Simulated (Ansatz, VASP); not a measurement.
**Ag: VASP beside Ansatz**

File POSCAR:

```
Ag
1.0
    0.0000000000      2.0519023311      2.0519023311
    2.0519023311      0.0000000000      2.0519023311
    2.0519023311      2.0519023311      0.0000000000
Ag
1
Direct
    0.0000000000      0.0000000000      0.0000000000
```

INCAR.step1

```
PREC = Accurate
ENCUT = 520
ISMEAR = 0
SIGMA = 0.1
LREAL = False
LASPH = True
NELM = 100
NBANDS = 12
GGA = PE
ALGO = Normal
EDIFF = 1E-4
LWAVE = True
LCHARG = False
```

Contents of INCAR.step2:

```
PREC = Accurate
ENCUT = 520
EDIFF = 1E-6
ISMEAR = 0
SIGMA = 0.1
LREAL = False
LASPH = True
NELM = 100
ALGO = Normal
ISIF = 2
LWAVE = False
LCHARG = False
METAGGA = R2SCAN
LMIXTAU = True
NBANDS = 12
ISTART = 1
```

KPOINTS

```
Automatic mesh
0
Gamma
  13 13 13
```

Input for Ansatz:

```yaml
crystal:
  lattice:
    - [0.0, 2.0519023311, 2.0519023311]
    - [2.0519023311, 0.0, 2.0519023311]
    - [2.0519023311, 2.0519023311, 0.0]
  atoms:
    - { symbol: Ag, position: [0.0, 0.0, 0.0] }
hamiltonian:
  xc: r2scan
  pseudopotentials:
    kind: paw
    azcp:
      Ag: "pseudopotentials/Ag.paw.azcp"
basis:
  ecutwfc: 500
  fft_grid_basis: typed
kpoints:
  mp_grid: { grid: [13, 13, 13], shift: [0, 0, 0] }
magnetization:
  spin_polarized: false
scf:
  occupations: { method: gaussian, width: 0.1 }
  lower_state_search: "off"
output:
  stress: true
```

Alike in both runs: task single point; functional r2SCAN; k mesh 13 × 13 × 13; occupations gaussian, width 0.1 eV; no spin polarisation.

|  | VASP | Ansatz |
| --- | --- | --- |
| version | VASP 6.6.1 | Ansatz 0.2.0 |
| potentials or method | VASP PAW PBE potentials, release 64 (Ag), cutoff 520 eV | plane waves (500 eV) with PAW, scalar-relativistic |
| valence electrons in the cell | 11 | 19 |

```tsv
	VASP	Ansatz	Ansatz less VASP
pressure (GPa)	0.0	-0.1	-0.13
```

VASP's potentials were made for PBE, not for r2SCAN. VASP's potentials hold 11 valence electrons a cell and Ansatz's 19, so a difference there can come from the potentials and not from the codes.
